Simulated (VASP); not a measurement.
# Os: single point with PBEsol

Os:

```xyz
1
Lattice="-1.3507 1.3507 1.9102 1.3507 -1.3507 1.9102 1.3507 1.3507 -1.9102" Properties=species:S:1:pos:R:3 pbc="T T T"
Os    0.0000    0.0000    0.0000
```

| Item | Value |
| --- | --- |
| Program | VASP 6.6.1 |
| Task | single point |
| Functional | PBEsol |
| Potentials or basis | VASP PAW PBE potentials, release 64 (Os) |
| Cutoff | 520 eV |
| k mesh | 28 × 28 × 28 |
| Occupations | gaussian, width 0.1 eV |
| Spin | no spin polarisation |
| Dipole correction | no |
| Further INCAR settings | ALGO = Normal; EDIFF = 1e-06; NBANDS = 10 |

| Item | Value |
| --- | --- |
| Pressure | 0.5 GPa |
| Band gap on the k mesh | zero (band 4 reaches 11.70 eV, above the bottom of band 5 at 7.66 eV) |

Levels at points of the mesh, in eV from the Fermi level:
```csv
k point,band 1,band 2,band 3,band 4,band 5,band 6,band 7,band 8,band 9
"(0.00, 0.00, 0.00)",-10.89,-3.02,-3.02,-3.02,0.07,0.07,14.28,20.11,20.11
"(0.50, 0.00, 0.00)",-7.76,-3.18,-3.18,-0.24,2.51,2.51,9.06,13.80,20.44
"(0.50, 0.50, 0.00)",-7.66,-6.93,2.36,2.47,3.21,3.21,12.30,12.30,12.36
"(0.50, 0.50, 0.50)",-7.66,-6.93,2.36,2.47,3.21,3.21,12.30,12.30,12.36
```

Wall time 71 s on 1 thread of Intel(R) Xeon(R) 6975P-C (Granite Rapids) (shared host), peak memory 0.34 GiB.

Caveat: the PAW data sets were made with another functional, which shifts forces and pressure a little; spin-orbit coupling is left out, which moves the levels of the heavy elements.
